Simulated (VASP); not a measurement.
Input of a VASP 6.6.1 run:

INCAR

```
SYSTEM = SrCl2
PREC     = Accurate       ! precision mode
ENCUT    = 520            ! plane-wave cutoff, eV
EDIFF    = 1E-6           ! SCF threshold, eV
ISMEAR   = -1             ! smearing method
SIGMA    = 0.05           ! smearing width, eV
LREAL    = .FALSE.        ! projectors in reciprocal space
LASPH    = .TRUE.         ! aspherical terms in the spheres
NELM     = 100            ! most SCF steps
ALGO     = Normal         ! electronic algorithm
ISIF     = 2              ! what is computed and relaxed
LWAVE    = .FALSE.        ! write WAVECAR
LCHARG   = .FALSE.        ! write CHGCAR
NBANDS   = 19             ! bands
```

File KPOINTS:

```
regular mesh
0
G
  7 7 7
  0 0 0
```

File POSCAR:

```
SrCl2
1.0
    0.0000000000      3.4649375496      3.4649375496
    3.4649375496      0.0000000000      3.4649375496
    3.4649375496      3.4649375496      0.0000000000
Sr Cl
1 2
Direct
    0.0000000000      0.0000000000      0.0000000000
    0.7500000000      0.7500000000      0.7500000000
    0.2500000000      0.2500000000      0.2500000000
```

Potentials or basis: VASP PAW LDA potentials, release 64 (Sr_sv, Cl).

Run with:

```console
$ cat potpaw_LDA.64/Sr_sv/POTCAR potpaw_LDA.64/Cl/POTCAR > POTCAR
$ mpirun -np 1 vasp_std > vasp.out
```

Estimate the pressure.

-2.1 GPa.

Estimate the band gap on the k mesh.

5.00 eV (least direct gap 5.32 eV).

Caveat: an odd mesh through Γ misses points on the zone boundary, where band edges can lie.
